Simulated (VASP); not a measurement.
The system is SiSn2.

```
Si Sn
1.0
     4.05168    0.00000    0.00000
    -2.02584    3.50886    0.00000
     0.00000    0.00000    4.37474
Si Sn
1 2
Cartesian
  0.0000 0.0000 0.0000
  0.0000 2.3392 2.1874
  2.0258 1.1696 2.1874
```

* Program: VASP 6.6.1
* Task: relaxation of cell and atoms
* Functional: r2SCAN
* Potentials or basis: VASP PAW PBE potentials, release 64 (Si, Sn_d)
* Cutoff: 600 eV
* k mesh: 6 × 6 × 4
* Occupations: gaussian, width 0.1 eV
* Spin: no spin polarisation

At the start: pressure 43.4 GPa; volume 20.73 Å³/atom.

**Question.** How do energy, volume and symmetry change on relaxing?

**Answer.** Over 18 steps the energy falls by 1516.4 meV/atom and the volume is 23.86 Å³/atom (+15.1 %); space group P6/mmm (No. 191, to 0.05 Å).

The path:
```csv
step,energy change (eV),largest force (eV/Å),pressure (GPa),volume (Å³)
1,0.0000,0.0000,43.44,62.19
2,-2.2915,0.0000,-7.97,123.72
3,-3.5909,0.0000,-2.53,89.85
4,-3.5933,0.0000,-2.30,89.24
5,-3.5942,0.0000,-2.00,88.56
6,-3.7540,0.0000,-1.73,84.90
7,-4.2736,0.0000,0.75,73.42
8,1.8992,0.0000,92.20,48.15
9,-4.3344,0.0000,1.23,72.15
10,-4.4565,0.0000,5.11,66.89
11,-4.4626,0.0000,4.16,67.92
12,-4.5398,0.0000,1.68,69.80
13,-4.5380,0.0000,1.43,70.11
14,-4.5400,0.0000,1.58,69.91
15,-4.5488,0.0000,0.15,71.51
16,-4.5488,0.0000,0.18,71.44
17,-4.5488,0.0000,0.24,71.41
18,-4.5493,0.0000,0.06,71.59
```

Final structure:
```
Si Sn
1.0
     5.14770    0.00000    0.00000
    -2.57385    4.45804    0.00000
     0.00000    0.00000    3.11959
Si Sn
1 2
Direct
  0.00000 0.00000 0.00000
  0.33333 0.66667 0.50000
  0.66667 0.33333 0.50000
```

Caveat: the volume moved by over 15 % at a fixed basis, so the end points are rough; the PAW data sets were made with another functional, which shifts forces and pressure a little.
